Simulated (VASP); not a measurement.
Input of a VASP 6.6.1 run:

File INCAR:

```
SYSTEM = La
ALGO = Normal ; EDIFF = 1E-7
ENCUT = 520 ; GGA = PE
ISIF = 2 ; ISMEAR = -1
LASPH = .TRUE. ; LCHARG = .FALSE.
LREAL = .FALSE. ; LWAVE = .FALSE.
NBANDS = 12 ; NELM = 80
PREC = Accurate ; SIGMA = 0.08
```

KPOINTS

```
k-points
0
G
  13 13 13
  0 0 0
```

Contents of POSCAR:

```
La
1.0
   -2.0565260931      2.0565260931      2.0565260931
    2.0565260931     -2.0565260931      2.0565260931
    2.0565260931      2.0565260931     -2.0565260931
La
1
Direct
    0.0000000000      0.0000000000      0.0000000000
```

Potentials or basis: VASP PAW PBE potentials, release 64 (La).

Command:

```sh
$ cat potpaw_PBE.64/La/POTCAR > POTCAR
$ mpirun -np 1 vasp_std > vasp.out
```

Problem. What does it give for the pressure?

Solution. 2.6 GPa.

Problem. Predict the band gap on the k mesh.

Solution. Zero (an odd number of electrons rules out a gap without spin polarisation).

Caveat: spin-orbit coupling is left out, which moves the levels of the heavy elements.
